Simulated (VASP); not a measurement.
A run of VASP 6.6.1:

Contents of INCAR:

```
SYSTEM = LiCl
  PREC = Accurate
  ENCUT = 520
  EDIFF = 1E-6
  ISMEAR = 0
  SIGMA = 0.01
  LREAL = .False.
  LASPH = .True.
  NELM = 60
  ALGO = Normal
  ISIF = 2
  LWAVE = .False.
  LCHARG = .True.
  GGA = PE
  LELF = .True.
  LVHAR = .True.
  NBANDS = 12
```

The input KPOINTS:

```
regular mesh
0
Gamma
  6 6 6
  0 0 0
```

Contents of POSCAR:

```
LiCl
1.0
   -0.0681609864      2.4878760025      2.4878760025
    2.4878760025     -0.0681609864      2.4878760025
    2.4878760025      2.4878760025     -0.0681609864
Li Cl
1 1
Direct
    0.0000000000      0.0000000000      0.0000000000
    0.5000000000      0.5000000000      0.5000000000
```

Potentials or basis: VASP PAW PBE potentials, release 64 (Li_sv, Cl).

The run is started by

```bash
$ cat potpaw_PBE.64/Li_sv/POTCAR potpaw_PBE.64/Cl/POTCAR > POTCAR
$ mpirun -np 1 vasp_std > vasp.out
```

Hardware: 1 thread of Intel(R) Xeon(R) Platinum 8488C (Sapphire Rapids), on a shared host.

Task: How long does it take, and how much memory?

Result: Wall time 15 s on 1 thread of Intel(R) Xeon(R) Platinum 8488C (Sapphire Rapids), with other jobs on the host, peak memory 0.15 GiB. Counts: scf iterations 12, k points 32.
